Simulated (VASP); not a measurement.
# Na (P6_3/mmc) in VASP: notebook, part 2 of 2

VASP 6.6.1.

## 5. Single point, LDA (zz strain of -1 %)

File INCAR:

```
PREC = Accurate
ENCUT = 520
EDIFF = 1E-7
ISMEAR = -1
SIGMA = 0.05
LREAL = False
LASPH = True
NELM = 80
ALGO = Normal
ISIF = 2
LWAVE = False
LCHARG = True
GGA = CA
LELF = True
LVHAR = True
NBANDS = 14
```

File KPOINTS:

```
regular mesh
0
Gamma
  11 11 6
```

File POSCAR:

```
Na
1.0
    3.7670009976      0.0000000000      0.0000000000
   -1.8835004988      3.2623185600      0.0000000000
    0.0000000000      0.0000000000      6.0924600000
Na
2
Direct
    0.3333333333      0.6666666667      0.2500000000
    0.6666666667      0.3333333333      0.7500000000
```

Potentials or basis: VASP PAW LDA potentials, release 64 (Na_pv).

Run with:

```
$ cat potpaw_LDA.64/Na_pv/POTCAR > POTCAR
$ mpirun -np 1 vasp_std > vasp.out
```

OUTCAR:

```text
PREC = Accurate
   ENCUT = 520
   EDIFF = 1E-7
   ISMEAR = -1
   LREAL = False
   LASPH = True
   NELM = 80
   ISIF = 2
   GGA = CA

 ion  position               nearest neighbor table
   1  0.333  0.667  0.250-
   2  0.667  0.333  0.750-

  LATTYP: Found a hexagonal cell.
 ALAT       =     3.7670009976
 C/A-ratio  =     1.6173237023

  Lattice vectors:

 A1 = (   3.7670009976,   0.0000000000,   0.0000000000)
[... 583 lines left out ...]
      5     -24.8176      2.00000
      6     -24.8169      2.00000
      7      -2.1763      2.00000
      8       0.4966      0.00207
      9       3.0898      0.00000
     10       5.3523      0.00000
     11       6.5276      0.00000
     12       7.8737      0.00000
     13       8.9683      0.00000
     14       9.9219      0.00000

 [... further k-points ...]
[... 5 lines left out ...]
  --------------------------------------------------------------------------------------
  -------------------------------------------------------------------------------------
  Total       -0.4458208     -0.4458208     -0.2936254      0.0000000     -0.0000000      0.0000000
  in kB       -9.5401691     -9.5401691     -6.2833231      0.0000000     -0.0000000      0.0000000
  external PRESSURE =      -8.4545538 kB  Pullay stress =       0.0000000 kB

 VOLUME and BASIS-vectors are now :
 -----------------------------------------------------------------------------
  energy-cutoff  :      520.00
  volume of cell :       74.87
      direct lattice vectors                 reciprocal lattice vectors
     3.767000998  0.000000000  0.000000000     0.265463163  0.153265229  0.000000000
    -1.883500499  3.262318560  0.000000000     0.000000000  0.306530457  0.000000000
     0.000000000  0.000000000  6.092460000     0.000000000  0.000000000  0.164137311

 POSITION                                       TOTAL-FORCE (eV/Angst)
 -----------------------------------------------------------------------------------
     -0.00000      2.17488      1.52311         0.000000      0.000000      0.000000
      1.88350      1.08744      4.56935        -0.000000     -0.000000     -0.000000
 -----------------------------------------------------------------------------------
    total drift:                               -0.000000      0.000000      0.000000

  FREE ENERGIE OF THE ION-ELECTRON SYSTEM (eV)
  ---------------------------------------------------
  free  energy   TOTEN  =        -2.8836096449 eV

  energy  without entropy=       -2.8721086571  energy(sigma->0) =       -2.87785915
```

Wall time 20 s (1 thread of Intel Xeon Platinum 8559C (Emerald Rapids), shared host); peak memory 0.18 GiB.

Results:

```yaml
Free_energy: -2.8836 eV
Pressure: -0.8 GPa
Band_gap_on_the_k_mesh: zero (band 7 reaches 1.91 eV, above the bottom of band 8 at -2.09 eV)
```

Caveat: the cell differs from its parent crystal (zz strain of -1 %).

## 6. Single point, LDA (volume scaled by 1.01)

File INCAR:

```
PREC     = Accurate       # precision mode
ENCUT    = 520            # plane-wave cutoff, eV
EDIFF    = 1E-7           # SCF threshold, eV
ISMEAR   = -1             # smearing method
SIGMA    = 0.05           # smearing width, eV
LREAL    = False          # projectors in reciprocal space
LASPH    = True           # aspherical terms in the spheres
NELM     = 60             # most SCF steps
ALGO     = Normal         # electronic algorithm
ISIF     = 2              # what is computed and relaxed
LWAVE    = False          # write WAVECAR
LCHARG   = False          # write CHGCAR
NBANDS   = 14             # bands
```

KPOINTS is that of step 5.

File POSCAR:

```
Na
1.0
    3.7795160430      0.0000000000      0.0000000000
   -1.8897580215      3.2731569073      0.0000000000
    0.0000000000      0.0000000000      6.1744453329
Na
2
Direct
    0.3333333333      0.6666666667      0.2500000000
    0.6666666667      0.3333333333      0.7500000000
```

Potentials or basis: VASP PAW LDA potentials, release 64 (Na_pv).

Run with:

```
$ cat potpaw_LDA.64/Na_pv/POTCAR > POTCAR
$ mpirun -np 1 vasp_std > vasp.out
```

OUTCAR:

```text
PREC = Accurate
   ENCUT = 520
   EDIFF = 1E-7
   ISMEAR = -1
   LREAL = False
   LASPH = True
   NELM = 60
   ISIF = 2

 ion  position               nearest neighbor table
   1  0.333  0.667  0.250-
   2  0.667  0.333  0.750-

  LATTYP: Found a hexagonal cell.
 ALAT       =     3.7795160430
 C/A-ratio  =     1.6336603054

  Lattice vectors:

 A1 = (   3.7795160430,   0.0000000000,   0.0000000000)
 A2 = (  -1.8897580215,   3.2731569073,   0.0000000000)
 A3 = (   0.0000000000,   0.0000000000,   6.1744453329)

Analysis of symmetry for initial positions (statically):
=====================================================================
 Subroutine PRICEL returns:
 Original cell was already a primitive cell.

 Routine SETGRP: Setting up the symmetry group for a
 hexagonal supercell.

 Subroutine GETGRP returns: Found 24 space group operations
 (whereof 12 operations were pure point group operations)
 out of a pool of 24 trial point group operations.

The static configuration has the point symmetry D_3d.
 The point group associated with its full space group is D_6h.

Analysis of symmetry for dynamics (positions and initial velocities):
=====================================================================
 Subroutine PRICEL returns:
 Original cell was already a primitive cell.

 Routine SETGRP: Setting up the symmetry group for a
 hexagonal supercell.

 Subroutine GETGRP returns: Found 24 space group operations
 (whereof 12 operations were pure point group operations)
 out of a pool of 24 trial point group operations.

The dynamic configuration has the point symmetry D_3d.
 The point group associated with its full space group is D_6h.

 Subroutine INISYM returns: Found 24 space group operations
 (whereof 12 operations are pure point group operations),
 and found     1 'primitive' translations

----------------------------------------------------------------------------------------
[... 115 lines left out ...]
  Fermi-wavevector in a.u.,A,eV,Ry     =   0.929931  1.757314 11.765922  0.864771
  Thomas-Fermi vector in A             =   2.056265
   LORBIT       =      0    0 simple, 1 ext, 2 COOP (PROOUT), +10 PAW based schemes
   GGA     = CA    functional components
   LHFCALC =     F    Hartree Fock is set to
   AEXX    =    0.0000 exact exchange contribution
   IVDW    =     0    specifies the selected vdW correction
   LEPSILON=     F    determine dielectric tensor
   LRPA    =     F    only Hartree local field effects (RPA)
 non-spin polarized calculation
  energy-cutoff  :      520.00
  volume of cell :       76.38
 maximum number of plane-waves:      2075
   NGX = 15   NGY = 15   NGZ = 23

 number of electron      14.0000017 magnetization

 Free energy of the ion-electron system (eV)
  ---------------------------------------------------
  ext. energy  EPLUGINS =         0.00000000
  ---------------------------------------------------
  free energy    TOTEN  =        -2.87611737 eV

  energy without entropy =       -2.86502169  energy(sigma->0) =       -2.87056953

 E-fermi :   0.0974     XC(G=0):  -6.6445

 val. band max:        0.0709729342   @ k =   0.1818   0.0000   0.1667
 cond. band min:       0.1087138850   @ k =   0.2727   0.2727   0.1667
 fundamental gap:      0.0377409509
 Fermi energy:         0.0973658579

 k-point     1 :       0.0000    0.0000    0.0000
  band No.  band energies     occupation
      1     -24.9167      2.00000
      2     -24.8899      2.00000
      3     -24.8899      2.00000
      4     -24.8854      2.00000
      5     -24.8854      2.00000
      6     -24.8847      2.00000
      7      -3.1423      2.00000
      8       0.6560      0.00003
      9       0.9603      0.00000
     10       9.8659      0.00000
     11       9.8659      0.00000
     12      10.1224      0.00000
     13      10.1224      0.00000
     14      10.3972      0.00000
[... 377 lines left out ...]
      1     -24.9105      2.00000
      2     -24.8996      2.00000
      3     -24.8983      2.00000
      4     -24.8930      2.00000
      5     -24.8886      2.00000
      6     -24.8875      2.00000
      7      -2.1978      2.00000
      8       0.4080      0.00400
      9       2.9373      0.00000
     10       5.2815      0.00000
     11       6.4471      0.00000
     12       7.7470      0.00000
     13       8.8317      0.00000
     14       9.7969      0.00000

 [... further k-points ...]
[... 5 lines left out ...]
  --------------------------------------------------------------------------------------
  -------------------------------------------------------------------------------------
  Total       -0.4991458     -0.4991458     -0.3742482      0.0000000      0.0000000      0.0000000
  in kB      -10.4697681    -10.4697681     -7.8499940      0.0000000      0.0000000      0.0000000
  external PRESSURE =      -9.5965101 kB  Pullay stress =       0.0000000 kB

 VOLUME and BASIS-vectors are now :
 -----------------------------------------------------------------------------
  energy-cutoff  :      520.00
  volume of cell :       76.38
      direct lattice vectors                 reciprocal lattice vectors
     3.779516043  0.000000000  0.000000000     0.264584140  0.152757724  0.000000000
    -1.889758022  3.273156907  0.000000000     0.000000000  0.305515448  0.000000000
     0.000000000  0.000000000  6.174445333     0.000000000  0.000000000  0.161957868

 POSITION                                       TOTAL-FORCE (eV/Angst)
 -----------------------------------------------------------------------------------
     -0.00000      2.18210      1.54361        -0.000000     -0.000000     -0.000000
      1.88976      1.09105      4.63083         0.000000      0.000000      0.000000
 -----------------------------------------------------------------------------------
    total drift:                               -0.000000      0.000000      0.000000

  FREE ENERGIE OF THE ION-ELECTRON SYSTEM (eV)
  ---------------------------------------------------
  free  energy   TOTEN  =        -2.8761173681 eV

  energy  without entropy=       -2.8650216872  energy(sigma->0) =       -2.87056953
```

OSZICAR:

```text
N       E                     dE             d eps       ncg     rms          rms(c)
DAV:   1     0.981770149688E+02    0.98177E+02   -0.76216E+03  1792   0.943E+02
DAV:   2     0.809923128556E+00   -0.97367E+02   -0.96337E+02  1888   0.269E+02
DAV:   3    -0.282782231693E+01   -0.36377E+01   -0.36346E+01  2344   0.602E+01
DAV:   4    -0.287767662598E+01   -0.49854E-01   -0.49852E-01  1978   0.748E+00
DAV:   5    -0.287879205458E+01   -0.11154E-02   -0.11154E-02  2302   0.114E+00    0.271E-01
DAV:   6    -0.287705516967E+01    0.17369E-02   -0.14118E-03  2146   0.509E-01    0.180E-01
DAV:   7    -0.287614741204E+01    0.90776E-03   -0.20871E-03  2214   0.520E-01    0.294E-02
DAV:   8    -0.287611677476E+01    0.30637E-04   -0.23485E-04  2320   0.258E-01    0.472E-03
DAV:   9    -0.287611734517E+01   -0.57041E-06   -0.48059E-06  2182   0.333E-02    0.201E-03
DAV:  10    -0.287611736811E+01   -0.22939E-07   -0.74325E-07  2206   0.138E-02
   1 F= -.28761174E+01 E0= -.28705695E+01  d E =-.110957E-01
```

It took 19 s on 1 thread of Intel Xeon Platinum 8559C (Emerald Rapids), shared host; peak memory 0.18 GiB.

What came out:

| Quantity | Value |
| --- | --- |
| Free energy | -2.8761 eV |
| Pressure | -1.0 GPa |
| Band gap on the k mesh | zero (band 7 reaches 1.85 eV, above the bottom of band 8 at -2.13 eV) |

Levels at points of the mesh, in eV from the Fermi level:
```tsv
k point	band 4	band 5	band 6	band 7	band 8	band 9	band 10	band 11
(0.00, 0.00, 0.00)	-24.98	-24.98	-24.98	-3.24	0.56	0.86	9.77	9.77
(0.00, 0.00, 0.50)	-24.99	-24.99	-24.99	-2.23	-2.23	5.38	5.38	10.35
```

## 7. Overview

```tsv
cell	gap on the mesh (eV)	pressure (GPa)
a = 3.767, b = 3.767, c = 6.031 Å, angles 90.0, 90.0, 120.0°, 2 atoms	none	-0.7
a = 3.729, b = 3.729, c = 6.154 Å, angles 90.0, 90.0, 120.0°, 2 atoms	none	-0.7
a = 3.754, b = 3.754, c = 6.133 Å, angles 90.0, 90.0, 120.0°, 2 atoms	none	-0.8
a = 3.767, b = 3.767, c = 6.092 Å, angles 90.0, 90.0, 120.0°, 2 atoms	none	-0.8
a = 3.780, b = 3.780, c = 6.174 Å, angles 90.0, 90.0, 120.0°, 2 atoms	none	-1.0
```

Alike in all rows: task single point; level LDA; potentials or basis VASP PAW LDA potentials, release 64 (Na_pv); no spin polarisation; k mesh 11 × 11 × 6; cutoff (eV) 520; smearing fermi-dirac 0.05 eV.

Total energies depend on the potentials used, so only differences within one code and one set of settings carry meaning.
